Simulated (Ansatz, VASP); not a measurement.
## One calculation of Re, two programs

Contents of POSCAR:

```
Re
1.0
    0.0000000000      1.9467225524      1.9467225524
    1.9467225524      0.0000000000      1.9467225524
    1.9467225524      1.9467225524      0.0000000000
Re
1
Direct
    0.0000000000      0.0000000000      0.0000000000
```

File INCAR.step1:

```
  ALGO = Normal
  EDIFF = 1E-4
  ENCUT = 520
  GGA = PE
  ISMEAR = 0
  LASPH = T
  LCHARG = F
  LREAL = F
  LWAVE = T
  NBANDS = 10
  NELM = 100
  PREC = Accurate
  SIGMA = 0.1
```

INCAR.step2

```
  ALGO = Normal
  EDIFF = 1E-7
  ENCUT = 520
  ISIF = 2
  ISMEAR = 0
  ISTART = 1
  LASPH = T
  LCHARG = F
  LMIXTAU = T
  LREAL = F
  LWAVE = F
  METAGGA = R2SCAN
  NBANDS = 10
  NELM = 100
  PREC = Accurate
  SIGMA = 0.1
```

The input KPOINTS:

```
k-points
0
Gamma
  18 18 18
```

Input for Ansatz:

```yaml
crystal:
  lattice:
    - [0.0, 1.9467225522, 1.9467225522]
    - [1.9467225522, 0.0, 1.9467225522]
    - [1.9467225522, 1.9467225522, 0.0]
  atoms:
    - { symbol: Re, position: [0.0, 0.0, 0.0] }
basis:
  ecutwfc: 500
kpoints:
  mp_grid: { grid: [18, 18, 18] }
  band_path:
    path:
      - [[0.0, 0.0, 0.0], [0.5, 0.0, 0.5], [0.625, 0.25, 0.625]]
      - [[0.375, 0.375, 0.75], [0.0, 0.0, 0.0], [0.5, 0.5, 0.5], [0.5, 0.25, 0.75], [0.5, 0.0, 0.5]]
    npoints: 14
hamiltonian:
  xc: r2scan
scf:
  occupations: { method: gaussian, width: 0.1 }
  n_extra_bands: 6
output:
  forces: true
  stress: true
  eigenvalues: true
  populations: true
  dos: { projected: true, de: 0.02, nscf_kmesh: { grid: [27, 27, 27] } }
  bader: true
  write_density: true
  write_potential: true
  elf: true
  volumetric_format: npy
```

Alike in both runs: task single point; functional r2SCAN; k mesh 18 × 18 × 18; occupations gaussian, width 0.1 eV; no spin polarisation.

|  | VASP | Ansatz |
| --- | --- | --- |
| version | VASP 6.6.1 | Ansatz 0.2.0 |
| potentials or method | VASP PAW PBE potentials, release 64 (Re), cutoff 520 eV | scalar-relativistic, plane waves, PAW |
| valence electrons in the cell | 7 | 15 |

|  | VASP | Ansatz | Ansatz less VASP |
| --- | --- | --- | --- |
| gap on the k mesh at the Fermi level (eV) | none | none | - |
| pressure (GPa) | 0.0 | 0.0 | +0.03 |

VASP's potentials were made for PBE, not for r2SCAN. A gap of «none» marks a metal or a gap that the smearing closes. VASP's potentials hold 7 valence electrons a cell and Ansatz's 15, so a difference there can come from the potentials and not from the codes.

Neither program's run includes spin-orbit coupling.
